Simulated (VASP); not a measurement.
# SnS2 (P-3m1) in VASP: single point with HSE06

Aim: the single point of SnS2 with HSE06.

Everything below comes from runs of VASP 6.6.1. Logs are shortened: lines on timing, memory, paths and dates and some standing lists are left out, and cuts for length are marked.

### 1 The cell of the first run

Symmetry: P-3m1, No. 164, trigonal system. The conventional cell has a = 3.663 Å, b = 3.663 Å, c = 7.022 Å, α = 90.00°, β = 90.00°, γ = 120.00°. Sn (site symmetry -3m) has 6 S at 2.56 Å within 3.4 Å. Within 3.4 Å of S (site symmetry 3m) lie 3 Sn at 2.56 Å.

### 2 Single point, HSE06 (27.20 Å³/atom)

Input file POSCAR:

```
SnS2
1.0
    3.6628906014      0.0000000000      0.0000000000
   -1.8314453007      3.1721563121      0.0000000000
    0.0000000000      0.0000000000      7.0217915102
Sn S
1 2
Direct
    0.0000000000      0.0000000000      0.0000000000
    0.3333333333      0.6666666667      0.2063819148
    0.6666666667      0.3333333333      0.7936180852
```

Input file INCAR.step1:

```
ALGO = Normal ; EDIFF = 1E-5
ENCUT = 400 ; GGA = PE
GGA_COMPAT = False ; ISIF = 2
ISMEAR = 0 ; KPAR = 4
LASPH = True ; LCHARG = False
LREAL = False ; LWAVE = True
NBANDS = 20 ; NELM = 120
PREC = Accurate ; SIGMA = 0.02
```

Input file INCAR.step2:

```
ALGO = Normal ; EDIFF = 1E-6
ENCUT = 400 ; GGA = PE
GGA_COMPAT = False ; HFSCREEN = 0.2079
ISIF = 2 ; ISMEAR = 0
ISTART = 1 ; KPAR = 4
LASPH = True ; LCHARG = False
LHFCALC = True ; LREAL = False
LWAVE = False ; NBANDS = 20
NELM = 120 ; PREC = Accurate
PRECFOCK = Normal ; SIGMA = 0.02
```

Input file KPOINTS:

```
k-points
0
Gamma
  6 6 4
```

Potentials or basis: VASP PAW PBE potentials, release 64 (Sn_d, S).

The run is started by

```sh
> cat potpaw_PBE.64/Sn_d/POTCAR potpaw_PBE.64/S/POTCAR > POTCAR
> cp INCAR.step1 INCAR
> mpirun -np 4 vasp_std > vasp.out
> cp INCAR.step2 INCAR
> mpirun -np 4 vasp_std > vasp.out
```

OUTCAR:

```text
EDIFF = 1E-6
   ENCUT = 400
   GGA = PE
   HFSCREEN = 0.2079
   ISIF = 2
   ISMEAR = 0
   ISTART = 1
   LASPH = True
   LHFCALC = True
   LREAL = False
   NELM = 120
   PREC = Accurate
   PRECFOCK = Normal

 ion  position               nearest neighbor table
   1  0.000  0.000  0.000-   2 2.56   3 2.56   3 2.56   2 2.56   3 2.56   2 2.56
   2  0.333  0.667  0.206-   1 2.56   1 2.56   1 2.56
   3  0.667  0.333  0.794-   1 2.56   1 2.56   1 2.56

  LATTYP: Found a hexagonal cell.
 ALAT       =     3.6628906014
 C/A-ratio  =     1.9170082523

  Lattice vectors:

 A1 = (   3.6628906014,   0.0000000000,   0.0000000000)
 A2 = (  -1.8314453007,   3.1721563121,   0.0000000000)
 A3 = (   0.0000000000,   0.0000000000,   7.0217915102)

Analysis of symmetry for initial positions (statically):
=====================================================================
 Subroutine PRICEL returns:
 Original cell was already a primitive cell.

 Routine SETGRP: Setting up the symmetry group for a
 hexagonal supercell.

 Subroutine GETGRP returns: Found 12 space group operations
 (whereof 12 operations were pure point group operations)
 out of a pool of 24 trial point group operations.

The static configuration has the point symmetry D_3d.

Analysis of symmetry for dynamics (positions and initial velocities):
=====================================================================
 Subroutine PRICEL returns:
 Original cell was already a primitive cell.

 Routine SETGRP: Setting up the symmetry group for a
 hexagonal supercell.

 Subroutine GETGRP returns: Found 12 space group operations
 (whereof 12 operations were pure point group operations)
 out of a pool of 24 trial point group operations.

The dynamic configuration has the point symmetry D_3d.

 Subroutine INISYM returns: Found 12 space group operations
 (whereof 12 operations are pure point group operations),
 and found     1 'primitive' translations

----------------------------------------------------------------------------------------

                                     Primitive cell

  volume of cell :      81.5880

  direct lattice vectors                    reciprocal lattice vectors
     3.662890601  0.000000000  0.000000000     0.273008427  0.157621489  0.000000000
    -1.831445301  3.172156312  0.000000000     0.000000000  0.315242977  0.000000000
     0.000000000  0.000000000  7.021791510     0.000000000  0.000000000  0.142413798

  length of vectors
     3.662890601  3.662890601  7.021791510     0.315242977  0.315242977  0.142413798

  position of ions in fractional coordinates (direct lattice)
     0.000000000  0.000000000  0.000000000
     0.333333333  0.666666667  0.206381915
     0.666666667  0.333333333  0.793618085

  ion indices of the primitive-cell ions
   primitive index   ion index
                 1           1
                 2           2
                 3           3

----------------------------------------------------------------------------------------

 KPOINTS: k-points

Automatic generation of k-mesh.
 Grid dimensions read from file:
 generate k-points for:    6    6    4

 Generating k-lattice:

  Cartesian coordinates                     Fractional coordinates (reciprocal lattice)
     0.045501404  0.026270248  0.000000000     0.166666667  0.000000000  0.000000000
     0.000000000  0.052540496  0.000000000     0.000000000  0.166666667  0.000000000
     0.000000000  0.000000000  0.035603450     0.000000000  0.000000000  0.250000000

  Length of vectors
     0.052540496  0.052540496  0.035603450

  Shift w.r.t. Gamma in fractional coordinates (k-lattice)
     0.000000000  0.000000000  0.000000000

 Subroutine IBZKPT returns following result:
 ===========================================

 Found     24 irreducible k-points:

 Following reciprocal coordinates:
            Coordinates               Weight
  0.000000  0.000000  0.000000      1.000000
  0.166667 -0.000000  0.000000      6.000000
  0.333333 -0.000000  0.000000      6.000000
  0.500000  0.000000  0.000000      3.000000
  0.166667  0.166667  0.000000      6.000000
  0.333333  0.166667  0.000000     12.000000
[... 16 lines left out ...]
  0.333333  0.166667  0.500000     12.000000
  0.333333  0.333333  0.500000      2.000000
   k-points           NKPTS =     24   k-points in BZ     NKDIM =    144   number of bands    NBANDS=     20
   number of dos      NEDOS =    301   number of ions     NIONS =      3
   total plane-waves  NPLWV =  27648
   dimension x,y,z NGX =    24 NGY =   24 NGZ =   48
   dimension x,y,z NGXF=    48 NGYF=   48 NGZF=   96
   ions per type =               1   2
   NGX,Y,Z   is equivalent  to a cutoff of  10.89, 10.89, 11.36 a.u.
   NGXF,Y,Z  is equivalent  to a cutoff of  21.79, 21.79, 22.73 a.u.
 SYSTEM =  unknown system
   PREC   = accura    normal or accurate (medium, high low for compatibility)
   ISTART =      1    job   : 0-new  1-cont  2-samecut
   ICHARG =      0    charge: 1-file 2-atom 10-const
   ISPIN  =      1    spin polarized calculation?
   LNONCOLLINEAR =      F non collinear calculations
   LSORBIT =      F    spin-orbit coupling
   LASPH  =      T    aspherical Exc in radial PAW
   ENCUT  =  400.0 eV  29.40 Ry    5.42 a.u.   5.97  5.97 11.45*2*pi/ulx,y,z
   NELM   =    120;   NELMIN=  2; NELMDL=  0     # of ELM steps
   EDIFF  = 0.1E-05   stopping-criterion for ELM
   LREAL  =      F    real-space projection
   EDIFFG = 0.1E-04   stopping-criterion for IOM
   NSW    =      0    number of steps for IOM
   IBRION =     -1    ionic relax: 0-MD 1-quasi-New 2-CG
   NFREE  =      0    steps in history (QN), initial steepest desc. (CG)
   ISIF   =      2    stress and relaxation
   ISYM   =      3    0-nonsym 1-usesym 2-fastsym
   POTIM  = 0.5000    time-step for ionic-motion
   TEBEG  =    0.0;   TEEND  =   0.0 temperature during run
   PSTRESS=    0.0 pullay stress
   NELECT =      26.0000    total number of electrons
   NUPDOWN=      -1.0000    fix difference up-down
   EMIN   =  10.00;   EMAX   =-10.00  energy-range for DOS
   EFERMI =   0.00;   METHOD = LEGACY
   ISMEAR =     0;   SIGMA  =   0.02  broadening in eV -4-tet -1-fermi 0-gaus
   EFERMI_NEDOS =   21; number of points for ismear=-14 and -15
   IALGO  =     38    algorithm
   IMIX   =      1    mixing-type and parameters
     AMIX     =   0.40;   BMIX     =  1.00
     AMIX_MAG =   1.60;   BMIX_MAG =  1.00
  volume/ion in A,a.u.               =      27.20       183.53
  Fermi-wavevector in a.u.,A,eV,Ry     =   1.118211  2.113113 17.012671  1.250396
  Thomas-Fermi vector in A             =   2.254840
   LORBIT       =      0    0 simple, 1 ext, 2 COOP (PROOUT), +10 PAW based schemes
   GGA     = PE    functional components
   LHFCALC =     T    Hartree Fock is set to
   PRECFOCK=normal    Normal, Fast or Accurate (Low or Medium for compatibility)
   ENCUT4O =  -1.0   cutoff for four orbital integrals eV
   NKREDX  =     1    reduce k-point grid by
   NKREDY  =     1    reduce k-point grid by
   NKREDZ  =     1    reduce k-point grid by
   AEXX    =    0.2500 exact exchange contribution
   HFSCREEN=    0.2079 screening length (either q_TF or 0.3 A-1)
   HFSCREENC=   0.2079 screening length for correlation (either q_TF or 0.3 A-1)
   ENCUTFOCK=  -1.0 apply spherical cutoff to Coloumb kernel
   IVDW    =     0    specifies the selected vdW correction
   LEPSILON=     F    determine dielectric tensor
   LRPA    =     F    only Hartree local field effects (RPA)
 non-spin polarized calculation
 Gauss-broadening in eV      SIGMA  =   0.02
  energy-cutoff  :      400.00
  volume of cell :       81.59
 maximum number of plane-waves:      1500
  NGX = 18; NGY = 18; NGZ = 36

 number of electron      26.0000009 magnetization

 Free energy of the ion-electron system (eV)
  ---------------------------------------------------
  ext. energy  EPLUGINS =         0.00000000
  ---------------------------------------------------
  free energy    TOTEN  =       -16.22601613 eV

  energy without entropy =      -16.22601613  energy(sigma->0) =      -16.22601613

 E-fermi :   2.0900     XC(G=0):  -7.0584

 val. band max:        1.9858107038   @ k =   0.1667  -0.0000   0.0000
 cond. band min:       4.4811671357   @ k =   0.5000   0.0000   0.5000
 fundamental gap:      2.4953564319
 Fermi energy:         2.0899988800

 k-point     1 :       0.0000    0.0000    0.0000
  band No.  band energies     occupation
      1     -20.7280      2.00000
      2     -20.7280      2.00000
      3     -20.6658      2.00000
      4     -20.6385      2.00000
      5     -20.6385      2.00000
      6     -12.9091      2.00000
[... 12 lines left out ...]
     19      12.6168      0.00000
     20      12.6168      0.00000

 k-point     2 :       0.1667   -0.0000    0.0000
  band No.  band energies     occupation
      1     -20.7491      2.00000
      2     -20.7165      2.00000
      3     -20.6558      2.00000
      4     -20.6439      2.00000
      5     -20.6336      2.00000
      6     -12.5786      2.00000
[... 12 lines left out ...]
     19      11.5494      0.00000
     20      12.6368      0.00000

 k-point     3 :       0.3333   -0.0000    0.0000
  band No.  band energies     occupation
      1     -20.7948      2.00000
      2     -20.7035      2.00000
      3     -20.6656      2.00000
      4     -20.6214      2.00000
      5     -20.6136      2.00000
      6     -11.6834      2.00000
[... 12 lines left out ...]
     19      11.6949      0.00000
     20      12.8790      0.00000

 k-point     4 :       0.5000    0.0000    0.0000
  band No.  band energies     occupation
      1     -20.8183      2.00000
      2     -20.7014      2.00000
      3     -20.6728      2.00000
      4     -20.6074      2.00000
      5     -20.5990      2.00000
      6     -10.8884      2.00000
[... 429 lines left out ...]
 k-point    23 :       0.3333    0.1667    0.5000
  band No.  band energies     occupation
      1     -20.7959      2.00000
      2     -20.7198      2.00000
      3     -20.6589      2.00000
      4     -20.6210      2.00000
      5     -20.6042      2.00000
      6     -10.9699      2.00000
[... 12 lines left out ...]
     19      12.6541      0.00000
     20      13.0793      0.00000

 k-point    24 :       0.3333    0.3333    0.5000
  band No.  band energies     occupation
      1     -20.7612      2.00000
      2     -20.7612      2.00000
      3     -20.6323      2.00000
      4     -20.6323      2.00000
      5     -20.6141      2.00000
      6     -10.3101      2.00000
[... 12 lines left out ...]
     19      12.1741      0.00000
     20      12.6192      0.00000

------------------------ aborting loop because EDIFF is reached ----------------------------------------

  FORCE on cell =-STRESS in cart. coord.  units (eV):
  Direction    XX          YY          ZZ          XY          YZ          ZX
  --------------------------------------------------------------------------------------
  -------------------------------------------------------------------------------------
  Total       -0.1073544     -0.1073544     -0.0904413     -0.0000000      0.0000000      0.0000000
  in kB       -2.1081627     -2.1081627     -1.7760331     -0.0000000      0.0000000      0.0000000
  external PRESSURE =      -1.9974528 kB  Pullay stress =       0.0000000 kB

 VOLUME and BASIS-vectors are now :
 -----------------------------------------------------------------------------
  energy-cutoff  :      400.00
  volume of cell :       81.59
      direct lattice vectors                 reciprocal lattice vectors
     3.662890601  0.000000000  0.000000000     0.273008427  0.157621489  0.000000000
    -1.831445301  3.172156312  0.000000000     0.000000000  0.315242977  0.000000000
     0.000000000  0.000000000  7.021791510     0.000000000  0.000000000  0.142413798

 POSITION                                       TOTAL-FORCE (eV/Angst)
 -----------------------------------------------------------------------------------
      0.00000      0.00000      0.00000         0.000000      0.000000      0.000000
     -0.00000      2.11477      1.44917        -0.000000     -0.000000     -0.011139
      1.83145      1.05739      5.57262         0.000000      0.000000      0.011139
 -----------------------------------------------------------------------------------
    total drift:                               -0.000000     -0.000000     -0.000001

  FREE ENERGIE OF THE ION-ELECTRON SYSTEM (eV)
  ---------------------------------------------------
  free  energy   TOTEN  =       -16.2260161299 eV

  energy  without entropy=      -16.2260161299  energy(sigma->0) =      -16.22601613
```

It took 51 min on 4 MPI ranks of AMD EPYC, shared host; peak memory 0.27 GiB.

Results:

```
Free energy            : -16.2260 eV
Pressure               : -0.2 GPa
Largest force          : 0.011 eV/Å
Band gap on the k mesh : 2.50 eV (least direct gap 2.78 eV)
```

Forces in eV/Å, atoms in the order of the input:
```
Sn   0.000  0.000  0.000
S    0.000  0.000 -0.011
S    0.000  0.000  0.011
```

Caveat: the PAW data sets were made with another functional, which shifts forces and pressure a little; spin-orbit coupling is left out, which moves the levels of the heavy elements; this functional lacks dispersion, which binds layers or chains, so the pressure and a relaxed spacing across them are unreliable. A k mesh can miss the band edges.
